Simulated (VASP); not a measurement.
# Mg2Sn: single point with LDA

Crystal: Mg2Sn.

```
Mg Sn
1.0
    -0.03379    3.36260    3.36260
     3.36260   -0.03379    3.36260
     3.36260    3.36260   -0.03379
Mg Sn
2 1
Cartesian
  1.6729 1.6729 1.6729
  5.0186 5.0186 5.0186
  0.0000 0.0000 0.0000
```

This cell differs from its parent crystal: equal xy, yz and zx shear strains of -1 %.

- Program: VASP 6.6.1
- Task: single point
- Functional: LDA
- Potentials or basis: VASP PAW LDA potentials, release 64 (Mg, Sn_d)
- Cutoff: 600 eV
- k mesh: 11 × 11 × 11
- Occupations: fermi-dirac, width 0.08 eV
- Spin: no spin polarisation

| Quantity | Value |
| --- | --- |
| Pressure | -2.1 GPa |
| Largest force | 0.038 eV/Å |
| Band gap on the k mesh | zero (bands 9 and 10 overlap by 0.20 eV) |

Forces on the atoms (eV/Å):
```
Mg   0.022  0.022  0.022
Mg  -0.022 -0.022 -0.022
Sn   0.000  0.000  0.000
```

Stress tensor (GPa, compression positive):
```
-2.05  0.36  0.36
 0.36 -2.05  0.36
 0.36  0.36 -2.05
```

Levels at points of the mesh, in eV from the Fermi level:
| k point | band 7 | band 8 | band 9 | band 10 | band 11 | band 12 |
| --- | --- | --- | --- | --- | --- | --- |
| (0.00, 0.00, 0.00) | 0.02 | 0.02 | 0.08 | 1.33 | 2.16 | 2.16 |

It took 71 s on 1 thread of Intel(R) Xeon(R) 6975P-C (Granite Rapids), with other jobs on the host, peak memory 0.37 GiB.

Caveat: the cell differs from its parent crystal (equal xy, yz and zx shear strains of -1 %); spin-orbit coupling is left out, which moves the levels of the heavy elements.
